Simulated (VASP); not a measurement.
# In (P6/mmm) in VASP: further runs, part 2 of 2

VASP 6.6.1. Earlier steps stand in the parts before.

### 4 Single point, PBE (volume scaled by 0.65)

INCAR reads:

```
ALGO = Normal
EDIFF = 1E-7
ENCUT = 520
GGA = PE
ISIF = 2
ISMEAR = -1
LASPH = T
LCHARG = F
LREAL = F
LWAVE = F
NBANDS = 12
NELM = 100
PREC = Accurate
SIGMA = 0.1
```

KPOINTS reads:

```
k-points
0
Gamma
  15 15 14
```

POSCAR reads:

```
In
1.0
    2.8226817045      0.0000000000      0.0000000000
   -1.4113408523      2.4445140629      0.0000000000
    0.0000000000      0.0000000000      2.6873238372
In
1
Direct
    0.0000000000      0.0000000000      0.0000000000
```

Command:

```sh
> cat potpaw_PBE.64/In_d/POTCAR > POTCAR
> mpirun -np 1 vasp_std > vasp.out
```

Run time: 17 s. Hardware: 1 thread of Intel Xeon 6975P-C, shared host; peak memory 0.17 GiB.

The run converged. Its results:

- Free energy: -1.6594 eV
- Pressure: 43.5 GPa

Levels at points of the mesh, in eV from the Fermi level:
```tsv
k point	band 3	band 4	band 5	band 6	band 7	band 8	band 9	band 10	band 11	band 12
(0.00, 0.00, 0.00)	-15.38	-14.46	-14.46	-12.28	8.82	12.43	13.10	13.10	13.45	17.17
(0.00, 0.00, 0.50)	-15.28	-14.95	-14.95	-6.22	-5.65	15.23	16.54	17.97	17.97	19.73
```

Caveat: the cell differs from its parent crystal (volume scaled by 0.65); spin-orbit coupling is left out, which moves the levels of the heavy elements.

### 5 Single point, PBE

This run uses another cell than the first one, of 21.40 Å³/atom, 1.364 times its volume.

INCAR reads:

```
SYSTEM = In
PREC = Accurate
ENCUT = 520
EDIFF = 1E-7
ISMEAR = -1
SIGMA = 0.1
LREAL = .FALSE.
LASPH = .TRUE.
NELM = 100
ALGO = Normal
ISIF = 2
LWAVE = .FALSE.
LCHARG = .FALSE.
GGA = PE
NBANDS = 12
```

KPOINTS reads:

```
Automatic mesh
0
G
  15 15 14
  0 0 0
```

POSCAR reads:

```
In
1.0
    2.9634100021      0.0000000000      0.0000000000
   -1.4817050010      2.5663883436      0.0000000000
    0.0000000000      0.0000000000      2.8132494531
In
1
Direct
    0.0000000000      0.0000000000      0.0000000000
```

Command:

```sh
> cat potpaw_PBE.64/In_d/POTCAR > POTCAR
> mpirun -np 1 vasp_std > vasp.out
```

Run time: 23 s. Hardware: 1 thread of Intel Xeon 6975P-C, shared host; peak memory 0.17 GiB.

It converged, with:

```
Free energy : -2.1982 eV
Pressure    : 19.7 GPa
```

Levels at points of the mesh, in eV from the Fermi level:
```tsv
k point	band 3	band 4	band 5	band 6	band 7	band 8	band 9	band 10	band 11	band 12
(0.00, 0.00, 0.00)	-15.00	-14.35	-14.35	-11.04	8.22	11.69	11.69	12.26	12.27	15.74
(0.00, 0.00, 0.50)	-14.87	-14.71	-14.71	-6.02	-4.79	14.88	15.64	16.93	16.93	17.28
```

Caveat: spin-orbit coupling is left out, which moves the levels of the heavy elements.

### 6 Single point, PBE

INCAR reads:

```
ALGO = Normal
EDIFF = 1E-6
ENCUT = 520
GGA = PE
ISIF = 2
ISMEAR = -1
LASPH = True
LCHARG = True
LELF = True
LREAL = False
LVHAR = True
LWAVE = False
NBANDS = 12
NELM = 60
PREC = Accurate
SIGMA = 0.1
```

KPOINTS reads:

```
k-points
0
Gamma
  15 15 14
```

POSCAR is that of step 5.

Potentials or basis: VASP PAW PBE potentials, release 64 (In_d).

Command:

```sh
> cat potpaw_PBE.64/In_d/POTCAR > POTCAR
> mpirun -np 1 vasp_std > vasp.out
```

OUTCAR:

```text
EDIFF = 1E-6
   ENCUT = 520
   GGA = PE
   ISIF = 2
   ISMEAR = -1
   LASPH = True
   LREAL = False
   NELM = 60
   PREC = Accurate

 ion  position               nearest neighbor table
   1  0.000  0.000  0.000-

  LATTYP: Found a hexagonal cell.
 ALAT       =     2.9634100021
 C/A-ratio  =     0.9493284598

  Lattice vectors:

 A1 = (   2.9634100021,   0.0000000000,   0.0000000000)
 A2 = (  -1.4817050010,   2.5663883436,   0.0000000000)
 A3 = (   0.0000000000,   0.0000000000,   2.8132494531)

Analysis of symmetry for initial positions (statically):
=====================================================================
 Subroutine PRICEL returns:
 Original cell was already a primitive cell.

 Routine SETGRP: Setting up the symmetry group for a
 hexagonal supercell.

 Subroutine GETGRP returns: Found 24 space group operations
 (whereof 24 operations were pure point group operations)
 out of a pool of 24 trial point group operations.

The static configuration has the point symmetry D_6h.

Analysis of symmetry for dynamics (positions and initial velocities):
[... 167 lines left out ...]
      2      -5.0763      2.00000
      3      -5.0763      2.00000
      4      -4.4218      2.00000
      5      -4.4218      2.00000
      6      -1.1101      2.00000
      7      18.1501      0.00000
      8      21.6226      0.00000
      9      21.6226      0.00000
     10      22.1843      0.00000
     11      22.1985      0.00000
     12      25.6678      0.00000
[... 331 lines left out ...]
 k-point    24 :       0.4000    0.2000    0.0000
  band No.  band energies     occupation
      1      -5.3969      2.00000
      2      -5.0985      2.00000
      3      -4.7139      2.00000
      4      -4.5951      2.00000
      5      -4.5706      2.00000
      6       5.9977      2.00000
      7       6.5686      2.00000
      8      11.4653      0.00000
      9      24.5355      0.00000
     10      24.6613      0.00000
     11      25.6628      0.00000
     12      27.7342      0.00000

 [... further k-points ...]

------------------------ aborting loop because EDIFF is reached ----------------------------------------

  FORCE on cell =-STRESS in cart. coord.  units (eV):
  Direction    XX          YY          ZZ          XY          YZ          ZX
  --------------------------------------------------------------------------------------
  -------------------------------------------------------------------------------------
  Total        2.6239065      2.6239065      2.6213913      0.0000000     -0.0000000      0.0000000
  in kB      196.4882456    196.4882456    196.2999012      0.0000000     -0.0000000      0.0000000
  external PRESSURE =     196.4254641 kB  Pullay stress =       0.0000000 kB

 VOLUME and BASIS-vectors are now :
 -----------------------------------------------------------------------------
  energy-cutoff  :      520.00
  volume of cell :       21.40
      direct lattice vectors                 reciprocal lattice vectors
     2.963410002  0.000000000  0.000000000     0.337449087  0.194826321  0.000000000
    -1.481705001  2.566388344  0.000000000     0.000000000  0.389652643  0.000000000
     0.000000000  0.000000000  2.813249453     0.000000000  0.000000000  0.355460835

 POSITION                                       TOTAL-FORCE (eV/Angst)
 -----------------------------------------------------------------------------------
      0.00000      0.00000      0.00000         0.000000      0.000000      0.000000
 -----------------------------------------------------------------------------------
    total drift:                                0.000000     -0.000000      0.000000

  FREE ENERGIE OF THE ION-ELECTRON SYSTEM (eV)
  ---------------------------------------------------
  free  energy   TOTEN  =        -2.1982005396 eV

  energy  without entropy=       -2.1830633048  energy(sigma->0) =       -2.19063192
```

stdout:

```text
POSCAR found type information on POSCAR In
 POSCAR found :  1 types and       1 ions
 scaLAPACK will be used
 LDA part: xc-table for (Slater+PW92), standard interpolation
 POSCAR, INCAR and KPOINTS ok, starting setup
 FFT: planning ... GRIDC
 FFT: planning ... GRID_SOFT
 FFT: planning ... GRID
 WAVECAR not read
 entering main loop
```

Run time: 17 s. Hardware: 1 thread of Intel Xeon 6975P-C, shared host; peak memory 0.17 GiB.

What came out:

- Free energy: -2.1982 eV
- Pressure: 19.6 GPa

Caveat: spin-orbit coupling is left out, which moves the levels of the heavy elements.

### 7 Summary

```csv
cell,gap on the mesh (eV),pressure (GPa)
"a = 2.667, b = 2.667, c = 2.548 Å, angles 90.0, 90.0, 120.0°, 1 atom",none,93.4
"a = 2.823, b = 2.823, c = 2.687 Å, angles 90.0, 90.0, 120.0°, 1 atom",none,43.5
"a = 2.963, b = 2.963, c = 2.813 Å, angles 90.0, 90.0, 120.0°, 1 atom",none,19.6
```

Alike in all rows: task single point; level PBE; potentials or basis VASP PAW PBE potentials, release 64 (In_d); no spin polarisation; k mesh 15 × 15 × 14; cutoff (eV) 520; smearing fermi-dirac 0.1 eV.

Caveats: spin-orbit coupling is left out, which moves the levels of the heavy elements.

Absolute energies hang on the potentials; compare differences alone.
